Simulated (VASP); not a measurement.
The system is Ag.

```
CELL_PARAMETERS angstrom
0.00000 2.06963 2.06963
2.06963 0.00000 2.06963
2.06963 2.06963 0.00000
ATOMIC_POSITIONS crystal
Ag 0.00000 0.00000 0.00000
```

Program: VASP 6.6.1. Alike in all runs: task single point; cell as given.

Task: Order these runs on this cell by their pressure, lowest first.
A. level LDA; potentials or basis VASP PAW LDA potentials, release 64 (Ag); spin off; k mesh 11 × 11 × 11; cutoff (eV) 520; smearing fermi-dirac 0.05 eV
B. level revPBE+D3(BJ); potentials or basis VASP PAW PBE potentials, release 64 (Ag); spin non-collinear, zero start, SOC; k mesh 8 × 8 × 8; cutoff (eV) 520; smearing fermi-dirac 0.01 eV
C. level BLYP+D3(BJ); potentials or basis VASP PAW PBE potentials, release 64 (Ag); spin collinear, zero start; fixed moment (μB) 0.0; k mesh 11 × 11 × 11; cutoff (eV) 500; smearing gaussian 0.05 eV
D. level revPBE; potentials or basis VASP PAW PBE potentials, release 64 (Ag); spin off; k mesh 11 × 11 × 11; cutoff (eV) 520; smearing fermi-dirac 0.05 eV
E. level PBEsol+D4; potentials or basis VASP PAW PBE potentials, release 64 (Ag); spin non-collinear, zero start, SOC; k mesh 8 × 8 × 8; cutoff (eV) 520; smearing methfessel-paxton 0.1 eV

Result: A (-10.6 GPa), E (-8.7 GPa), B (-6.4 GPa), C (-4.4 GPa), D (3.1 GPa).

Caveats: the PAW data sets were made with another functional, which shifts forces and pressure a little (some runs); the total moment is fixed, so each spin has its own Fermi level (some runs).
